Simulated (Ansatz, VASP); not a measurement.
# One calculation of SiW6, two programs

Contents of INCAR:

```
  PREC = Accurate
  ENCUT = 520
  EDIFF = 1E-6
  ISMEAR = 0
  SIGMA = 0.1
  LREAL = False
  LASPH = True
  NELM = 100
  ALGO = Normal
  ISIF = 2
  LWAVE = False
  LCHARG = False
  LDIPOL = True
  IDIPOL = 3
  DIPOL = 0.5 0.5 0.318
  GGA = PE
  IVDW = 12
  NBANDS = 53
```

Contents of KPOINTS:

```
regular mesh
0
Gamma
  6 6 1
```

Contents of POSCAR:

```
SiW6
1.0
    4.4682526324      0.0000000000      0.0000000000
   -2.2341263162      3.8696202902      0.0000000000
    0.0000000000      0.0000000000     21.7259061349
W Si
6 1
Direct
    0.6666666667      0.3333333333      0.1841119986
    0.3333333333      0.6666666667      0.2260931360
    0.0000000000      0.0000000000      0.2680742733
    0.6666666667      0.3333333333      0.3070897866
    0.3333333333      0.6666666667      0.3466976876
    0.0000000000      0.0000000000      0.3832248047
    0.1111111111      0.2222222222      0.5121032037
```

Input for Ansatz:

```yaml
crystal:
  lattice:
    - [4.4682526324, 0.0, 0.0]
    - [-2.2341263162, 3.8696202902, 0.0]
    - [0.0, 0.0, 21.7259061349]
  atoms:
    - { symbol: W, position: [0.6666666667, 0.3333333333, 0.1841119986] }
    - { symbol: W, position: [0.3333333333, 0.6666666667, 0.226093136] }
    - { symbol: W, position: [0.0, 0.0, 0.2680742733] }
    - { symbol: W, position: [0.6666666667, 0.3333333333, 0.3070897866] }
    - { symbol: W, position: [0.3333333333, 0.6666666667, 0.3466976876] }
    - { symbol: W, position: [0.0, 0.0, 0.3832248047] }
    - { symbol: Si, position: [0.1111111111, 0.2222222222, 0.5121032037] }
basis:
  ecutwfc: 420
kpoints:
  mp_grid: { grid: [6, 6, 1] }
hamiltonian:
  xc: pbe
  pseudopotentials: { kind: paw, azcp: { folder: soft_1 } }
  dispersion: d3bj
scf:
  occupations: { method: gaussian, width: 0.1 }
output:
  forces: true
  eigenvalues: true
efield:
  axis: 3
  dipole_correction: true
  ramp_width: 0.04
```

Alike in both runs: task single point; functional PBE; dispersion D3(BJ); k mesh 6 × 6 × 1; occupations gaussian, width 0.1 eV; no spin polarisation.

```csv
,VASP,Ansatz
version,VASP 6.6.1,Ansatz 0.2.0
potentials or method,"VASP PAW PBE potentials, release 64 (W_sv, Si), cutoff 520 eV","scalar-relativistic, plane waves, PAW"
valence electrons in the cell,88,88
```

```tsv
	VASP	Ansatz	Ansatz less VASP
gap on the k mesh at the Fermi level (eV)	none	none	-
rms of the force components (eV/Å)	0.951	0.940	-0.0109
```

Atom by atom the forces differ by 0.022 eV/Å (rms over components). A gap of «none» marks a metal or a gap that the smearing closes.

Neither program's run includes spin-orbit coupling.
